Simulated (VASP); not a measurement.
# Si2Ni (Fm-3m) in VASP: notebook

The runs below take Si2Ni through relaxation of cell and atoms, with PBEsol.

All numbers are computed with VASP 6.6.1; they aren't measurements. Logs are shortened: lines on timing, memory, paths and dates and some standing lists are left out, and cuts for length are marked.

**1. The cell of the first run**

Symmetry: Fm-3m, No. 225, cubic system. Conventional cell: a = 4.913 Å, b = 4.913 Å, c = 4.913 Å, α = 90.00°, β = 90.00°, γ = 90.00°. Within 2.8 Å of Si (site symmetry -43m) lie 4 Ni at 2.13 Å and 6 Si at 2.46 Å. Within 2.8 Å of Ni (site symmetry m-3m) lie 8 Si at 2.13 Å.

**2. Relaxation of cell and atoms, PBEsol, target pressure 90 GPa, at which the enthalpy is minimised**

The input, INCAR:

```
SYSTEM = Si2Ni
PREC = Accurate ; ENCUT = 600
EDIFF = 1E-6 ; ISMEAR = 0
SIGMA = 0.1 ; LREAL = .False.
LASPH = .True. ; NELM = 60
ALGO = Normal ; ISIF = 3
LWAVE = .False. ; LCHARG = .False.
GGA = PS ; IBRION = 2
NSW = 70 ; EDIFFG = -0.008
PSTRESS = 900.0
```

The input, KPOINTS:

```
regular mesh
0
Gamma
  14 14 14
  0 0 0
```

The input, POSCAR:

```
Si2Ni
1.0
    0.0000000000      2.4566211661      2.4566211661
    2.4566211661      0.0000000000      2.4566211661
    2.4566211661      2.4566211661      0.0000000000
Si Ni
2 1
Direct
    0.2500000000      0.2500000000      0.2500000000
    0.7500000000      0.7500000000      0.7500000000
    0.0000000000      0.0000000000      0.0000000000
```

Potentials or basis: VASP PAW PBE potentials, release 64 (Si, Ni).

Started as:

```
$ cat potpaw_PBE.64/Si/POTCAR potpaw_PBE.64/Ni/POTCAR > POTCAR
$ mpirun -np 1 vasp_std > vasp.out
```

OUTCAR:

```text
SYSTEM = Si2Ni
   PREC = Accurate
   ENCUT = 600
   EDIFF = 1E-6
   ISMEAR = 0
   LREAL = .False.
   LASPH = .True.
   NELM = 60
   ISIF = 3
   GGA = PS
   IBRION = 2
   NSW = 70
   EDIFFG = -0.008
   PSTRESS = 900.0

 ion  position               nearest neighbor table
   1  0.250  0.250  0.250-   3 2.13   3 2.13   3 2.13   3 2.13   2 2.46   2 2.46   2 2.46   2 2.46
                             2 2.46   2 2.46
   2  0.750  0.750  0.750-   3 2.13   3 2.13   3 2.13   3 2.13   1 2.46   1 2.46   1 2.46   1 2.46
                             1 2.46   1 2.46
   3  0.000  0.000  0.000-   2 2.13   2 2.13   2 2.13   1 2.13   2 2.13   1 2.13   1 2.13   1 2.13

  LATTYP: Found a face centered cubic cell.
 ALAT       =     4.9132423322

  Lattice vectors:

 A1 = (   0.0000000000,   2.4566211661,   2.4566211661)
 A2 = (   2.4566211661,   0.0000000000,   2.4566211661)
 A3 = (   2.4566211661,   2.4566211661,   0.0000000000)

Analysis of symmetry for initial positions (statically):
=====================================================================
 Subroutine PRICEL returns:
 Original cell was already a primitive cell.

 Routine SETGRP: Setting up the symmetry group for a
 face centered cubic supercell.

 Subroutine GETGRP returns: Found 48 space group operations
 (whereof 48 operations were pure point group operations)
 out of a pool of 48 trial point group operations.

The static configuration has the point symmetry O_h .

Analysis of symmetry for dynamics (positions and initial velocities):
=====================================================================
 Subroutine PRICEL returns:
 Original cell was already a primitive cell.

 Routine SETGRP: Setting up the symmetry group for a
 face centered cubic supercell.

 Subroutine GETGRP returns: Found 48 space group operations
 (whereof 48 operations were pure point group operations)
 out of a pool of 48 trial point group operations.

The dynamic configuration has the point symmetry O_h .

 Subroutine INISYM returns: Found 48 space group operations
 (whereof 48 operations are pure point group operations),
 and found     1 'primitive' translations

----------------------------------------------------------------------------------------

                                     Primitive cell

  volume of cell :      29.6514

  direct lattice vectors                    reciprocal lattice vectors
     0.000000000  2.456621166  2.456621166    -0.203531585  0.203531585  0.203531585
     2.456621166  0.000000000  2.456621166     0.203531585 -0.203531585  0.203531585
[... 107 lines left out ...]
     AMIX_MAG =   1.60;   BMIX_MAG =  1.00
  volume/ion in A,a.u.               =       9.88        66.70
  Fermi-wavevector in a.u.,A,eV,Ry     =   1.386173  2.619487 26.143268  1.921476
  Thomas-Fermi vector in A             =   2.510514
   LORBIT       =      0    0 simple, 1 ext, 2 COOP (PROOUT), +10 PAW based schemes
   GGA     = PS    functional components
   LHFCALC =     F    Hartree Fock is set to
   AEXX    =    0.0000 exact exchange contribution
   IVDW    =     0    specifies the selected vdW correction
   LEPSILON=     F    determine dielectric tensor
   LRPA    =     F    only Hartree local field effects (RPA)
 conjugate gradient relaxation of ions
 non-spin polarized calculation
 Gauss-broadening in eV      SIGMA  =   0.10
  energy-cutoff  :      600.00
  volume of cell :       29.65
 maximum number of plane-waves:      1006
   NGX = 13   NGY = 13   NGZ = 13

--------------------------------------- Ionic step        1  -------------------------------------------

 number of electron      18.0000008 magnetization

 Free energy of the ion-electron system (eV)
  ---------------------------------------------------
  ext. energy  EPLUGINS =         0.00000000
  ---------------------------------------------------
  free energy    TOTEN  =       -17.05079802 eV

  energy without entropy =      -17.04640090  energy(sigma->0) =      -17.04859946

------------------------ aborting loop because EDIFF is reached ----------------------------------------

  FORCE on cell =-STRESS in cart. coord.  units (eV):
  Direction    XX          YY          ZZ          XY          YZ          ZX
  --------------------------------------------------------------------------------------
  -------------------------------------------------------------------------------------
  Total       15.5823444     15.5823444     15.5823444     -0.0000000      0.0000000     -0.0000000
  in kB      841.9742650    841.9742650    841.9742650     -0.0000000      0.0000000     -0.0000000
  external PRESSURE =     -58.0257350 kB  Pullay stress =     900.0000000 kB
[... 104 lines left out ...]
--------------------------------------- Ionic step        4  -------------------------------------------

 number of electron      18.0000006 magnetization

 Free energy of the ion-electron system (eV)
  ---------------------------------------------------
  ext. energy  EPLUGINS =         0.00000000
  ---------------------------------------------------
  free energy    TOTEN  =       -16.86173487 eV

  energy without entropy =      -16.85733863  energy(sigma->0) =      -16.85953675

 E-fermi :  15.7548     XC(G=0): -13.1261

 val. band max:       15.7537912715   @ k =  -0.4286   0.3571   0.0000
 cond. band min:      15.7682577466   @ k =  -0.4286   0.5000   0.0714
 fundamental gap:      0.0144664751
 Fermi energy:        15.7547576899

 k-point     1 :       0.0000    0.0000    0.0000
  band No.  band energies     occupation
      1      -1.6095      2.00000
      2       7.8849      2.00000
      3       7.8849      2.00000
      4       7.8849      2.00000
      5       9.8495      2.00000
      6       9.8495      2.00000
      7      16.9437      0.00000
      8      16.9437      0.00000
      9      16.9437      0.00000
     10      17.5941      0.00000
     11      17.5941      0.00000
     12      17.5941      0.00000
     13      17.9338      0.00000
[... 354 lines left out ...]
  band No.  band energies     occupation
      1      -0.2420      2.00000
      2       6.6885      2.00000
      3       8.1423      2.00000
      4       8.1481      2.00000
      5       9.2041      2.00000
      6      10.0762      2.00000
      7      11.7781      2.00000
      8      13.2239      2.00000
      9      14.3326      2.00000
     10      16.3841      0.00000
     11      18.0476      0.00000
     12      19.9871      0.00000
     13      20.4484      0.00000

 [... further k-points ...]

------------------------ aborting loop because EDIFF is reached ----------------------------------------

  FORCE on cell =-STRESS in cart. coord.  units (eV):
  Direction    XX          YY          ZZ          XY          YZ          ZX
  --------------------------------------------------------------------------------------
  -------------------------------------------------------------------------------------
  Total       16.4535956     16.4535956     16.4535956      0.0000000      0.0000000     -0.0000000
  in kB      899.6072673    899.6072673    899.6072673      0.0000000      0.0000000     -0.0000000
  external PRESSURE =      -0.3927327 kB  Pullay stress =     900.0000000 kB
[... 22 lines left out ...]
  energy  without entropy=      -16.8573386322  energy(sigma->0) =      -16.85953675

  enthalpy is  TOTEN    =        -0.4009562543 eV   P V=       16.4607786148

 reached required accuracy - stopping structural energy minimisation
```

CONTCAR:

```text
Si2Ni
   1.00000000000000
    -0.0000000000000000    2.4469747264560673    2.4469747264560673
     2.4469747264560673    0.0000000000000000    2.4469747264560673
     2.4469747264560673    2.4469747264560673   -0.0000000000000000
  Si              Ni
     2     1
Direct
     0.2500000000000000    0.2500000000000000    0.2500000000000000
     0.7500000000000000    0.7500000000000000    0.7500000000000000
     1.0000000000000000    1.0000000000000000    0.0000000000000000

  0.00000000E+00  0.00000000E+00  0.00000000E+00
  0.00000000E+00  0.00000000E+00  0.00000000E+00
  0.00000000E+00  0.00000000E+00  0.00000000E+00
```

It took 52 s on 1 thread of Intel Xeon 6975P-C (Granite Rapids), shared host; peak memory 0.2 GiB.

Results:

```yaml
Free_energy: -16.8617 eV
Relaxed_volume: 9.77 Å³/atom
Relaxed_cell: a = 3.461 Å, b = 3.461 Å, c = 3.461 Å, α = 60.00°, β = 60.00°, γ = 60.00°
Space_group_after_relaxing_to_0.1_Å: Fm-3m (No. 225)
Energy_change_on_relaxing_the_run_minimises_the_enthalpy: +63.0 meV/atom
Ionic_steps: 4
Pressure_after_relaxing: 90.0 GPa
Band_gap_on_the_k_mesh: zero (bands 9 and 10 overlap by 1.48 eV)
```

The path:
| step | energy change (eV) | largest force (eV/Å) | pressure (GPa) | volume (Å³) |
| --- | --- | --- | --- | --- |
| 1 | 0.0000 | 0.0000 | 84.20 | 29.65 |
| 2 | 0.9198 | 0.0000 | 112.14 | 28.14 |
| 3 | 0.1839 | 0.0000 | 89.83 | 29.31 |
| 4 | 0.1891 | 0.0000 | 89.96 | 29.30 |

Final structure:
```yaml
crystal:
  lattice:
    - [0.00000, 2.44697, 2.44697]
    - [2.44697, 0.00000, 2.44697]
    - [2.44697, 2.44697, 0.00000]
  atoms:
    - { symbol: Si, position: [0.25000, 0.25000, 0.25000] }
    - { symbol: Si, position: [0.75000, 0.75000, 0.75000] }
    - { symbol: Ni, position: [0.00000, 0.00000, 0.00000] }
```

Caveat: the cell is relaxed towards a set pressure, so the run minimises the enthalpy, not the energy; the PAW data sets were made with another functional, which shifts forces and pressure a little. Spin polarisation is off, so any magnetic state and its effect on volume and gap are missing.

**3. Relaxation of cell and atoms, PBEsol, target pressure 50 GPa, at which the enthalpy is minimised**

This run uses another cell than the first one, of 10.69 Å³/atom.

The input, INCAR:

```
ALGO     = Normal         # electronic algorithm
EDIFF    = 1E-6           # SCF threshold, eV
EDIFFG   = -0.008         # ionic threshold
ENCUT    = 600            # plane-wave cutoff, eV
GGA      = PS             # functional
IBRION   = 2              # ionic algorithm
ISIF     = 3              # what is computed and relaxed
ISMEAR   = 0              # smearing method
LASPH    = T              # aspherical terms in the spheres
LCHARG   = F              # write CHGCAR
LREAL    = F              # projectors in reciprocal space
LWAVE    = F              # write WAVECAR
NELM     = 80             # most SCF steps
NSW      = 70             # ionic steps
PREC     = Accurate       # precision mode
PSTRESS  = 500.0        
SIGMA    = 0.1            # smearing width, eV
```

The input, KPOINTS:

```
k-points
0
Gamma
  14 14 14
```

The input, POSCAR:

```
Si2Ni
1.0
    0.0000000000      2.5218645944      2.5218645944
    2.5218645944      0.0000000000      2.5218645944
    2.5218645944      2.5218645944      0.0000000000
Si Ni
2 1
Direct
    0.2500000000      0.2500000000      0.2500000000
    0.7500000000      0.7500000000      0.7500000000
    0.0000000000      0.0000000000      0.0000000000
```

Potentials or basis: VASP PAW PBE potentials, release 64 (Si, Ni).

Started as:

```
$ cat potpaw_PBE.64/Si/POTCAR potpaw_PBE.64/Ni/POTCAR > POTCAR
$ mpirun -np 1 vasp_std > vasp.out
```

OUTCAR:

```text
EDIFF = 1E-6
   EDIFFG = -0.008
   ENCUT = 600
   GGA = PS
   IBRION = 2
   ISIF = 3
   ISMEAR = 0
   LASPH = T
   LREAL = F
   NELM = 80
   NSW = 70
   PREC = Accurate
   PSTRESS = 500.0

 ion  position               nearest neighbor table
   1  0.250  0.250  0.250-   3 2.18   3 2.18   3 2.18   3 2.18   2 2.52   2 2.52   2 2.52   2 2.52
                             2 2.52   2 2.52
   2  0.750  0.750  0.750-   3 2.18   3 2.18   3 2.18   3 2.18   1 2.52   1 2.52   1 2.52   1 2.52
                             1 2.52   1 2.52
   3  0.000  0.000  0.000-   2 2.18   2 2.18   2 2.18   1 2.18   2 2.18   1 2.18   1 2.18   1 2.18

  LATTYP: Found a face centered cubic cell.
 ALAT       =     5.0437291888

  Lattice vectors:

 A1 = (   0.0000000000,   2.5218645944,   2.5218645944)
 A2 = (   2.5218645944,   0.0000000000,   2.5218645944)
 A3 = (   2.5218645944,   2.5218645944,   0.0000000000)

Analysis of symmetry for initial positions (statically):
=====================================================================
 Subroutine PRICEL returns:
 Original cell was already a primitive cell.

 Routine SETGRP: Setting up the symmetry group for a
 face centered cubic supercell.

 Subroutine GETGRP returns: Found 48 space group operations
 (whereof 48 operations were pure point group operations)
 out of a pool of 48 trial point group operations.

The static configuration has the point symmetry O_h .

Analysis of symmetry for dynamics (positions and initial velocities):
=====================================================================
 Subroutine PRICEL returns:
 Original cell was already a primitive cell.

 Routine SETGRP: Setting up the symmetry group for a
 face centered cubic supercell.

 Subroutine GETGRP returns: Found 48 space group operations
 (whereof 48 operations were pure point group operations)
 out of a pool of 48 trial point group operations.

The dynamic configuration has the point symmetry O_h .

[... 139 lines left out ...]
--------------------------------------- Ionic step        1  -------------------------------------------

 number of electron      17.9999990 magnetization

 Free energy of the ion-electron system (eV)
  ---------------------------------------------------
  ext. energy  EPLUGINS =         0.00000000
  ---------------------------------------------------
  free energy    TOTEN  =       -18.05570386 eV

  energy without entropy =      -18.05147365  energy(sigma->0) =      -18.05358875

------------------------ aborting loop because EDIFF is reached ----------------------------------------

  FORCE on cell =-STRESS in cart. coord.  units (eV):
  Direction    XX          YY          ZZ          XY          YZ          ZX
  --------------------------------------------------------------------------------------
  -------------------------------------------------------------------------------------
  Total       10.0938003     10.0938003     10.0938003      0.0000000     -0.0000000     -0.0000000
  in kB      504.1618748    504.1618748    504.1618748      0.0000000     -0.0000000     -0.0000000
  external PRESSURE =       4.1618748 kB  Pullay stress =     500.0000000 kB
[... 65 lines left out ...]
--------------------------------------- Ionic step        3  -------------------------------------------

 number of electron      17.9999989 magnetization

 Free energy of the ion-electron system (eV)
  ---------------------------------------------------
  ext. energy  EPLUGINS =         0.00000000
  ---------------------------------------------------
  free energy    TOTEN  =       -18.06978630 eV

  energy without entropy =      -18.06555022  energy(sigma->0) =      -18.06766826

 E-fermi :  13.9573     XC(G=0): -12.6722

 val. band max:       13.9112772616   @ k =   0.5000   0.3571   0.0000
 cond. band min:      13.9730219384   @ k =   0.2143   0.0714   0.0000
 fundamental gap:      0.0617446768
 Fermi energy:        13.9572884661

 k-point     1 :       0.0000    0.0000    0.0000
  band No.  band energies     occupation
      1      -2.2625      2.00000
      2       6.9761      2.00000
      3       6.9761      2.00000
      4       6.9761      2.00000
      5       8.8662      2.00000
      6       8.8662      2.00000
      7      15.2763      0.00000
      8      15.5145      0.00000
      9      15.5145      0.00000
     10      15.5145      0.00000
     11      15.7356      0.00000
     12      15.7356      0.00000
     13      15.7356      0.00000
[... 354 lines left out ...]
  band No.  band energies     occupation
      1      -0.9830      2.00000
      2       5.6885      2.00000
      3       7.2000      2.00000
      4       7.2216      2.00000
      5       8.2542      2.00000
      6       9.0584      2.00000
      7      10.4863      2.00000
      8      11.8189      2.00000
      9      12.7566      2.00000
     10      14.5375      0.00000
     11      16.4337      0.00000
     12      18.1669      0.00000
     13      18.2917      0.00000

 [... further k-points ...]

------------------------ aborting loop because EDIFF is reached ----------------------------------------

  FORCE on cell =-STRESS in cart. coord.  units (eV):
  Direction    XX          YY          ZZ          XY          YZ          ZX
  --------------------------------------------------------------------------------------
  -------------------------------------------------------------------------------------
  Total       10.0305683     10.0305683     10.0305683      0.0000000      0.0000000     -0.0000000
  in kB      500.3030481    500.3030481    500.3030481      0.0000000      0.0000000     -0.0000000
  external PRESSURE =       0.3030481 kB  Pullay stress =     500.0000000 kB
[... 22 lines left out ...]
  energy  without entropy=      -18.0655502151  energy(sigma->0) =      -18.06766826

  enthalpy is  TOTEN    =        -8.0452938511 eV   P V=       10.0244924484

 reached required accuracy - stopping structural energy minimisation
```

OSZICAR:

```text
N       E                     dE             d eps       ncg     rms          rms(c)
DAV:   1     0.825761640089E+02    0.82576E+02   -0.90946E+03  2712   0.169E+03
DAV:   2    -0.153397738023E+02   -0.97916E+02   -0.92200E+02  2744   0.287E+02
DAV:   3    -0.204923438231E+02   -0.51526E+01   -0.50102E+01  3456   0.720E+01
DAV:   4    -0.205919049134E+02   -0.99561E-01   -0.99450E-01  3229   0.926E+00
[... 21 lines left out ...]
DAV:   2    -0.180734108101E+02   -0.18755E-02   -0.31470E-02  3279   0.502E+00    0.486E-01
DAV:   3    -0.180698343932E+02    0.35764E-02   -0.12778E-02  3221   0.327E+00    0.660E-02
DAV:   4    -0.180697921184E+02    0.42275E-04   -0.28359E-04  2967   0.158E-01    0.201E-02
DAV:   5    -0.180697864482E+02    0.56702E-05   -0.14875E-05  3498   0.948E-02    0.730E-03
DAV:   6    -0.180697862995E+02    0.14872E-06   -0.14049E-06  1906   0.245E-02
   3 F= -.80452939E+01 E0= -.80431758E+01  d E =-.655797E-04
```

It took 39 s on 1 thread of Intel Xeon 6975P-C (Granite Rapids), shared host; peak memory 0.2 GiB.

What came out:

```yaml
Free_energy: -18.0698 eV
Relaxed_volume: 10.71 Å³/atom
Relaxed_cell: a = 3.568 Å, b = 3.568 Å, c = 3.568 Å, α = 60.00°, β = 60.00°, γ = 60.00°
Space_group_after_relaxing_to_0.1_Å: Fm-3m (No. 225)
Energy_change_on_relaxing_the_run_minimises_the_enthalpy: -4.7 meV/atom
Ionic_steps: 3
Pressure_after_relaxing: 50.0 GPa
Band_gap_on_the_k_mesh: zero (bands 9 and 10 overlap by 1.88 eV)
```

Step by step:
| step | energy change (eV) | largest force (eV/Å) | pressure (GPa) | volume (Å³) |
| --- | --- | --- | --- | --- |
| 1 | 0.0000 | 0.0000 | 50.42 | 32.08 |
| 2 | -0.0401 | 0.0000 | 48.96 | 32.21 |
| 3 | -0.0141 | 0.0000 | 50.03 | 32.12 |

Final structure:
```
Si Ni
1.0
     0.00000    2.52304    2.52304
     2.52304    0.00000    2.52304
     2.52304    2.52304    0.00000
Si Ni
2 1
Direct
  0.25000 0.25000 0.25000
  0.75000 0.75000 0.75000
  0.00000 0.00000 0.00000
```

Levels at points of the mesh, in eV from the Fermi level:
```tsv
k point	band 5	band 6	band 7	band 8	band 9	band 10	band 11	band 12	band 13
(0.00, 0.00, 0.00)	-5.09	-5.09	1.32	1.56	1.56	1.56	1.78	1.78	1.78
(0.50, 0.00, 0.00)	-5.13	-4.81	-4.81	-2.24	-2.24	1.64	1.64	1.78	3.71
(0.50, 0.50, 0.00)	-5.82	-5.11	-5.11	-4.88	-4.51	-0.32	0.61	7.35	9.86
```

Caveat: the cell is relaxed towards a set pressure, so the run minimises the enthalpy, not the energy; the PAW data sets were made with another functional, which shifts forces and pressure a little. Spin polarisation is off, so any magnetic state and its effect on volume and gap are missing.

[end of part 1 of 2]
